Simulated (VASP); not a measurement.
# TiO2 (P4_2/mnm) in VASP: further runs

TiO2 is run at these levels: PBEsol, LDA; tasks: single point.

All numbers are computed with VASP 6.6.1; they aren't measurements. Logs are shortened: lines on timing, memory, paths and dates and some standing lists are left out, and cuts for length are marked.

## Step 1: The cell of the first run

Symmetry: P4_2/mnm, No. 136, tetragonal system. The conventional cell has a = 4.600 Å, b = 4.600 Å, c = 2.959 Å, α = 90.00°, β = 90.00°, γ = 90.00°. Within 2.6 Å of Ti (site symmetry mmm) lie 6 O at 1.95 to 1.98 Å. O (site symmetry m2m) has 3 Ti at 1.95 to 1.98 Å and 1 O at 2.55 Å within 2.6 Å.

## Step 2: Single point, PBEsol

Contents of INCAR:

```
SYSTEM = TiO2
PREC = Accurate
ENCUT = 520
EDIFF = 1E-6
ISMEAR = -1
SIGMA = 0.05
LREAL = .False.
LASPH = .True.
NELM = 100
ALGO = Normal
ISIF = 2
LWAVE = .False.
LCHARG = .False.
GGA = PS
NBANDS = 33
```

Contents of KPOINTS:

```
regular mesh
0
Gamma
  6 6 9
  0 0 0
```

Contents of POSCAR:

```
TiO2
1.0
    4.5998373239      0.0000000000      0.0000000000
    0.0000000000      4.5998373239      0.0000000000
    0.0000000000      0.0000000000      2.9592135600
Ti O
2 4
Direct
    0.0000000000      0.0000000000      0.5000000000
    0.5000000000      0.5000000000      0.0000000000
    0.3043213200      0.3043213200      0.5000000000
    0.1956786800      0.8043213200      0.0000000000
    0.8043213200      0.1956786800      0.0000000000
    0.6956786800      0.6956786800      0.5000000000
```

Potentials or basis: VASP PAW PBE potentials, release 64 (Ti_sv, O).

Command:

```console
cat potpaw_PBE.64/Ti_sv/POTCAR potpaw_PBE.64/O/POTCAR > POTCAR
mpirun -np 1 vasp_std > vasp.out
```

OUTCAR:

```text
SYSTEM = TiO2
   PREC = Accurate
   ENCUT = 520
   EDIFF = 1E-6
   ISMEAR = -1
   LREAL = .False.
   LASPH = .True.
   NELM = 100
   ISIF = 2
   GGA = PS

 ion  position               nearest neighbor table
   1  0.000  0.000  0.500-   4 1.95   5 1.95   4 1.95   5 1.95   3 1.98   6 1.98
   2  0.500  0.500  0.000-   3 1.95   6 1.95   3 1.95   6 1.95   5 1.98   4 1.98
   3  0.304  0.304  0.500-   2 1.95   2 1.95   1 1.98
   4  0.196  0.804  0.000-   1 1.95   1 1.95   2 1.98
   5  0.804  0.196  0.000-   1 1.95   1 1.95   2 1.98
   6  0.696  0.696  0.500-   2 1.95   2 1.95   1 1.98

  LATTYP: Found a simple tetragonal cell.
 ALAT       =     4.5998373239
 C/A-ratio  =     0.6433300466

  Lattice vectors:

 A1 = (   4.5998373239,   0.0000000000,   0.0000000000)
 A2 = (   0.0000000000,   4.5998373239,   0.0000000000)
 A3 = (   0.0000000000,   0.0000000000,   2.9592135600)

Analysis of symmetry for initial positions (statically):
=====================================================================
 Subroutine PRICEL returns:
 Original cell was already a primitive cell.

 Routine SETGRP: Setting up the symmetry group for a
 simple tetragonal supercell.

 Subroutine GETGRP returns: Found 16 space group operations
 (whereof  8 operations were pure point group operations)
 out of a pool of 16 trial point group operations.

The static configuration has the point symmetry D_2h.
 The point group associated with its full space group is D_4h.

Analysis of symmetry for dynamics (positions and initial velocities):
=====================================================================
 Subroutine PRICEL returns:
 Original cell was already a primitive cell.

 Routine SETGRP: Setting up the symmetry group for a
 simple tetragonal supercell.

 Subroutine GETGRP returns: Found 16 space group operations
 (whereof  8 operations were pure point group operations)
 out of a pool of 16 trial point group operations.

The dynamic configuration has the point symmetry D_2h.
 The point group associated with its full space group is D_4h.

 Subroutine INISYM returns: Found 16 space group operations
 (whereof  8 operations are pure point group operations),
 and found     1 'primitive' translations

----------------------------------------------------------------------------------------

                                     Primitive cell

  volume of cell :      62.6125

  direct lattice vectors                    reciprocal lattice vectors
     4.599837324  0.000000000  0.000000000     0.217398993  0.000000000  0.000000000
     0.000000000  4.599837324  0.000000000     0.000000000  0.217398993  0.000000000
     0.000000000  0.000000000  2.959213560     0.000000000  0.000000000  0.337927622

  length of vectors
     4.599837324  4.599837324  2.959213560     0.217398993  0.217398993  0.337927622

  position of ions in fractional coordinates (direct lattice)
     0.000000000  0.000000000  0.500000000
     0.500000000  0.500000000  0.000000000
     0.304321320  0.304321320  0.500000000
     0.195678680  0.804321320  0.000000000
     0.804321320  0.195678680  0.000000000
     0.695678680  0.695678680  0.500000000

  ion indices of the primitive-cell ions
   primitive index   ion index
                 1           1
                 2           2
                 3           3
                 4           4
                 5           5
                 6           6

----------------------------------------------------------------------------------------

 KPOINTS: regular mesh

Automatic generation of k-mesh.
 Grid dimensions read from file:
 generate k-points for:    6    6    9

 Generating k-lattice:

  Cartesian coordinates                     Fractional coordinates (reciprocal lattice)
     0.036233165  0.000000000  0.000000000     0.166666667  0.000000000  0.000000000
     0.000000000  0.036233165  0.000000000     0.000000000  0.166666667  0.000000000
     0.000000000  0.000000000  0.037547514     0.000000000  0.000000000  0.111111111

  Length of vectors
     0.036233165  0.036233165  0.037547514

  Shift w.r.t. Gamma in fractional coordinates (k-lattice)
     0.000000000  0.000000000  0.000000000

 Subroutine IBZKPT returns following result:
 ===========================================

 Found     50 irreducible k-points:

 Following reciprocal coordinates:
            Coordinates               Weight
  0.000000  0.000000  0.000000      1.000000
  0.166667  0.000000  0.000000      4.000000
  0.333333  0.000000  0.000000      4.000000
  0.500000  0.000000  0.000000      2.000000
  0.166667  0.166667  0.000000      4.000000
  0.333333  0.166667  0.000000      8.000000
[... 16 lines left out ...]
  0.333333  0.000000  0.222222      8.000000
  0.500000  0.000000  0.222222      4.000000
 [... further k-points ...]
   k-points           NKPTS =     50   k-points in BZ     NKDIM =     50   number of bands    NBANDS=     33
   number of dos      NEDOS =    301   number of ions     NIONS =      6
   total plane-waves  NPLWV =  31104
   dimension x,y,z NGX =    36 NGY =   36 NGZ =   24
   dimension x,y,z NGXF=    72 NGYF=   72 NGZF=   48
   ions per type =               2   4
   NGX,Y,Z   is equivalent  to a cutoff of  13.01, 13.01, 13.48 a.u.
   NGXF,Y,Z  is equivalent  to a cutoff of  26.02, 26.02, 26.97 a.u.
 SYSTEM =  TiO2
   PREC   = accura    normal or accurate (medium, high low for compatibility)
   ISTART =      0    job   : 0-new  1-cont  2-samecut
   ICHARG =      2    charge: 1-file 2-atom 10-const
   ISPIN  =      1    spin polarized calculation?
   LNONCOLLINEAR =      F non collinear calculations
   LSORBIT =      F    spin-orbit coupling
   LASPH  =      T    aspherical Exc in radial PAW
   ENCUT  =  520.0 eV  38.22 Ry    6.18 a.u.   8.55  8.55  5.50*2*pi/ulx,y,z
   NELM   =    100;   NELMIN=  2; NELMDL= -5     # of ELM steps
   EDIFF  = 0.1E-05   stopping-criterion for ELM
   LREAL  =      F    real-space projection
   EDIFFG = 0.1E-04   stopping-criterion for IOM
   NSW    =      0    number of steps for IOM
   IBRION =     -1    ionic relax: 0-MD 1-quasi-New 2-CG
   NFREE  =      0    steps in history (QN), initial steepest desc. (CG)
   ISIF   =      2    stress and relaxation
   ISYM   =      2    0-nonsym 1-usesym 2-fastsym
   POTIM  = 0.5000    time-step for ionic-motion
   TEBEG  =    0.0;   TEEND  =   0.0 temperature during run
   PSTRESS=    0.0 pullay stress
   NELECT =      48.0000    total number of electrons
   NUPDOWN=      -1.0000    fix difference up-down
   EMIN   =  10.00;   EMAX   =-10.00  energy-range for DOS
   EFERMI =   0.00;   METHOD = LEGACY
   ISMEAR =    -1;   SIGMA  =   0.05  broadening in eV -4-tet -1-fermi 0-gaus
   EFERMI_NEDOS =   21; number of points for ismear=-14 and -15
   IALGO  =     38    algorithm
   IMIX   =      4    mixing-type and parameters
     AMIX     =   0.40;   BMIX     =  1.00
     AMIX_MAG =   1.60;   BMIX_MAG =  1.00
  volume/ion in A,a.u.               =      10.44        70.42
  Fermi-wavevector in a.u.,A,eV,Ry     =   1.498309  2.831394 30.544140  2.244931
  Thomas-Fermi vector in A             =   2.610085
   LORBIT       =      0    0 simple, 1 ext, 2 COOP (PROOUT), +10 PAW based schemes
   GGA     = PS    functional components
   LHFCALC =     F    Hartree Fock is set to
   AEXX    =    0.0000 exact exchange contribution
   IVDW    =     0    specifies the selected vdW correction
   LEPSILON=     F    determine dielectric tensor
   LRPA    =     F    only Hartree local field effects (RPA)
 non-spin polarized calculation
  energy-cutoff  :      520.00
  volume of cell :       62.61
 maximum number of plane-waves:      1720
 NGX is ok and might be reduce to    36
   NGX = 17   NGY = 17   NGZ = 11

 number of electron      48.0000021 magnetization

 Free energy of the ion-electron system (eV)
  ---------------------------------------------------
  ext. energy  EPLUGINS =         0.00000000
  ---------------------------------------------------
  free energy    TOTEN  =       -56.09540196 eV

  energy without entropy =      -56.09540196  energy(sigma->0) =      -56.09540196

 E-fermi :   5.5938     XC(G=0): -11.6878

 val. band max:        4.7118725188   @ k =   0.0000   0.0000   0.0000
 cond. band min:       6.5149385207   @ k =   0.0000   0.0000   0.0000
 fundamental gap:      1.8030660019
 Fermi energy:         5.5937658566

 k-point     1 :       0.0000    0.0000    0.0000
  band No.  band energies     occupation
      1     -51.9706      2.00000
      2     -51.9531      2.00000
      3     -28.3895      2.00000
      4     -28.3895      2.00000
      5     -28.2229      2.00000
      6     -28.2229      2.00000
[... 25 lines left out ...]
     32      11.3049      0.00000
     33      11.3052      0.00000

 k-point     2 :       0.1667    0.0000    0.0000
  band No.  band energies     occupation
      1     -51.9694      2.00000
      2     -51.9543      2.00000
      3     -28.3805      2.00000
      4     -28.3796      2.00000
      5     -28.2339      2.00000
      6     -28.2330      2.00000
[... 25 lines left out ...]
     32      11.2092      0.00000
     33      11.2297      0.00000

 k-point     3 :       0.3333    0.0000    0.0000
  band No.  band energies     occupation
      1     -51.9662      2.00000
      2     -51.9575      2.00000
      3     -28.3564      2.00000
      4     -28.3541      2.00000
      5     -28.2616      2.00000
      6     -28.2592      2.00000
[... 25 lines left out ...]
     32      11.0177      0.00000
     33      11.0578      0.00000

 k-point     4 :       0.5000    0.0000    0.0000
  band No.  band energies     occupation
      1     -51.9618      2.00000
      2     -51.9618      2.00000
      3     -28.3347      2.00000
      4     -28.3347      2.00000
      5     -28.2820      2.00000
      6     -28.2820      2.00000
[... 25 lines left out ...]
     32      10.7957      0.00000
     33      10.9397      0.00000

 k-point     5 :       0.1667    0.1667    0.0000
  band No.  band energies     occupation
      1     -51.9684      2.00000
      2     -51.9553      2.00000
      3     -28.3927      2.00000
      4     -28.3527      2.00000
      5     -28.2623      2.00000
      6     -28.2210      2.00000
[... 604 lines left out ...]
 k-point    22 :       0.1667    0.0000    0.2222
  band No.  band energies     occupation
      1     -51.9507      2.00000
      2     -51.9391      2.00000
      3     -28.3790      2.00000
      4     -28.3553      2.00000
      5     -28.3291      2.00000
      6     -28.3242      2.00000
[... 25 lines left out ...]
     32      10.5105      0.00000
     33      10.7617      0.00000

 k-point    23 :       0.3333    0.0000    0.2222
  band No.  band energies     occupation
      1     -51.9482      2.00000
      2     -51.9415      2.00000
      3     -28.3836      2.00000
      4     -28.3676      2.00000
      5     -28.3085      2.00000
      6     -28.2988      2.00000
[... 25 lines left out ...]
     32      10.0973      0.00000
     33      10.8339      0.00000

 k-point    24 :       0.5000    0.0000    0.2222
  band No.  band energies     occupation
      1     -51.9448      2.00000
      2     -51.9448      2.00000
      3     -28.3789      2.00000
      4     -28.3789      2.00000
      5     -28.2884      2.00000
      6     -28.2884      2.00000
[... 25 lines left out ...]
     32       9.9295      0.00000
     33      11.2587      0.00000

 [... further k-points ...]
[... 5 lines left out ...]
  --------------------------------------------------------------------------------------
  -------------------------------------------------------------------------------------
  Total       -0.6173898     -0.6173898     -1.2887108     -0.0000000      0.0000000      0.0000000
  in kB      -15.7982422    -15.7982422    -32.9765180     -0.0000000      0.0000000      0.0000000
  external PRESSURE =     -21.5243341 kB  Pullay stress =       0.0000000 kB

 VOLUME and BASIS-vectors are now :
 -----------------------------------------------------------------------------
  energy-cutoff  :      520.00
  volume of cell :       62.61
      direct lattice vectors                 reciprocal lattice vectors
     4.599837324  0.000000000  0.000000000     0.217398993  0.000000000  0.000000000
     0.000000000  4.599837324  0.000000000     0.000000000  0.217398993  0.000000000
     0.000000000  0.000000000  2.959213560     0.000000000  0.000000000  0.337927622

 POSITION                                       TOTAL-FORCE (eV/Angst)
 -----------------------------------------------------------------------------------
      0.00000      0.00000      1.47961         0.000000      0.000000      0.000000
      2.29992      2.29992      0.00000         0.000000      0.000000      0.000000
      1.39983      1.39983      1.47961         0.032791      0.032791      0.000000
      0.90009      3.69975      0.00000        -0.032791      0.032791      0.000000
      3.69975      0.90009      0.00000         0.032791     -0.032791     -0.000000
      3.20001      3.20001      1.47961        -0.032791     -0.032791     -0.000000
 -----------------------------------------------------------------------------------
    total drift:                                0.000000      0.000000      0.000000

  FREE ENERGIE OF THE ION-ELECTRON SYSTEM (eV)
  ---------------------------------------------------
  free  energy   TOTEN  =       -56.0954019594 eV

  energy  without entropy=      -56.0954019587  energy(sigma->0) =      -56.09540196
```

It took 77 s on 1 thread of Intel Xeon Platinum 8488C (Sapphire Rapids), shared host; peak memory 0.22 GiB.

Results:

- Free energy: -56.0954 eV
- Pressure: -2.2 GPa
- Largest force: 0.046 eV/Å
- Band gap on the k mesh: 1.80 eV, direct

Forces on the atoms (eV/Å):
```
Ti   0.000  0.000  0.000
Ti   0.000  0.000  0.000
O    0.033  0.033  0.000
O   -0.033  0.033  0.000
O    0.033 -0.033  0.000
O   -0.033 -0.033  0.000
```

Stress tensor (GPa, compression positive):
```
-1.58  0.00  0.00
 0.00 -1.58  0.00
 0.00  0.00 -3.30
```

Levels at points of the mesh, in eV from the valence-band top:
```
           k point  band 20  band 21  band 22  band 23  band 24  band 25  band 26  band 27  band 28  band 29
(0.00, 0.00, 0.00)    -2.00    -0.71    -0.46    -0.46     0.00     1.80     2.08     2.35     2.45     2.45
(0.50, 0.00, 0.00)    -3.09    -1.67    -1.67    -0.76    -0.76     2.47     2.47     2.98     2.98     3.53
(0.50, 0.50, 0.00)    -2.22    -1.32    -1.32    -1.09    -1.09     1.84     1.84     2.47     2.47     3.81
```

Caveat: the PAW data sets were made with another functional, which shifts forces and pressure a little.

## Step 3: Single point, LDA

Contents of INCAR:

```
PREC = Accurate ; ENCUT = 520
EDIFF = 1E-7 ; ISMEAR = -1
SIGMA = 0.05 ; LREAL = False
LASPH = True ; NELM = 100
ALGO = Normal ; ISIF = 2
LWAVE = False ; LCHARG = False
NBANDS = 33
```

Contents of KPOINTS:

```
Automatic mesh
0
Gamma
  6 6 9
```

POSCAR is that of step 2.

Potentials or basis: VASP PAW LDA potentials, release 64 (Ti_sv, O).

Command:

```console
cat potpaw_LDA.64/Ti_sv/POTCAR potpaw_LDA.64/O/POTCAR > POTCAR
mpirun -np 1 vasp_std > vasp.out
```

Run time: 93 s. Hardware: 1 thread of Intel Xeon Platinum 8488C (Sapphire Rapids), shared host; peak memory 0.2 GiB.

It converged, with:

| Quantity | Value |
| --- | --- |
| Free energy | -58.7318 eV |
| Pressure | -7.8 GPa |
| Largest force | 0.097 eV/Å |
| Band gap on the k mesh | 1.75 eV, direct |

Forces on the atoms (eV/Å):
```
Ti   0.000  0.000  0.000
Ti   0.000  0.000  0.000
O    0.069  0.069  0.000
O   -0.069  0.069  0.000
O    0.069 -0.069  0.000
O   -0.069 -0.069  0.000
```

Stress tensor (GPa, compression positive):
```
-6.96  0.00  0.00
 0.00 -6.96  0.00
 0.00  0.00 -9.62
```

Levels at points of the mesh, in eV from the valence-band top:
```
           k point  band 21  band 22  band 23  band 24  band 25  band 26  band 27  band 28
(0.00, 0.00, 0.00)    -0.71    -0.46    -0.46     0.00     1.75     2.02     2.30     2.40
(0.50, 0.00, 0.00)    -1.67    -1.67    -0.75    -0.75     2.42     2.42     2.94     2.94
(0.50, 0.50, 0.00)    -1.32    -1.32    -1.09    -1.09     1.79     1.79     2.42     2.42
```

A k mesh can miss the band edges. A hybrid or GW would open this gap; LDA tends to underestimate it.
